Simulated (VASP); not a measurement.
Write the native input for VASP 6.6.1 that does the following.

```
Task                   : single point
Functional             : r2SCAN
Potentials or basis    : VASP PAW PBE potentials, release 64 (Sn_d, Te)
Cutoff                 : 520 eV
k mesh                 : 6 × 6 × 6
Occupations            : gaussian, width 0.01 eV
Spin                   : no spin polarisation
Dipole correction      : no
Further INCAR settings : ALGO = Normal; EDIFF = 1e-06; NBANDS = 17
```

Crystal: SnTe.

```xyz
2
Lattice="0.0000 3.5499 3.5499 3.5499 0.0000 3.5499 3.5499 3.5499 0.0000" Properties=species:S:1:pos:R:3 pbc="T T T"
Sn    0.0000    0.0000    0.0000
Te    5.3249    5.3249    5.3249
```

The input as run:

POSCAR

```
SnTe
1.0
    0.0000000000      3.5499283092      3.5499283092
    3.5499283092      0.0000000000      3.5499283092
    3.5499283092      3.5499283092      0.0000000000
Sn Te
1 1
Direct
    0.0000000000      0.0000000000      0.0000000000
    0.7500000000      0.7500000000      0.7500000000
```

INCAR.step1

```
SYSTEM = SnTe
PREC = Accurate ; ENCUT = 520
ISMEAR = 0 ; SIGMA = 0.01
LREAL = .False. ; LASPH = .True.
NELM = 80 ; NBANDS = 17
GGA = PE ; ALGO = Normal
EDIFF = 1E-4 ; LWAVE = .True.
LCHARG = .False.
```

INCAR.step2

```
SYSTEM = SnTe
PREC = Accurate ; ENCUT = 520
EDIFF = 1E-6 ; ISMEAR = 0
SIGMA = 0.01 ; LREAL = .False.
LASPH = .True. ; NELM = 80
ALGO = Normal ; ISIF = 2
LWAVE = .False. ; LCHARG = .False.
METAGGA = R2SCAN ; LMIXTAU = .True.
NBANDS = 17 ; ISTART = 1
```

KPOINTS

```
Automatic mesh
0
Gamma
  6 6 6
  0 0 0
```

Potentials or basis: VASP PAW PBE potentials, release 64 (Sn_d, Te).

The run is started by

```console
$ cat potpaw_PBE.64/Sn_d/POTCAR potpaw_PBE.64/Te/POTCAR > POTCAR
$ cp INCAR.step1 INCAR
$ mpirun -np 1 vasp_std > vasp.out
$ cp INCAR.step2 INCAR
$ mpirun -np 1 vasp_std > vasp.out
```

Results of the run:

The pressure is 0.8 GPa. The band gap on the k mesh is 0.22 eV, indirect (least direct gap 0.83 eV).

Caveat: the PAW data sets were made with another functional, which shifts forces and pressure a little; spin-orbit coupling is left out, which moves the levels of the heavy elements.

It took 100 s on 1 thread of Intel(R) Xeon(R) Platinum 8375C CPU @ 2.90GHz (Ice Lake), with other jobs on the host, peak memory 0.26 GiB.
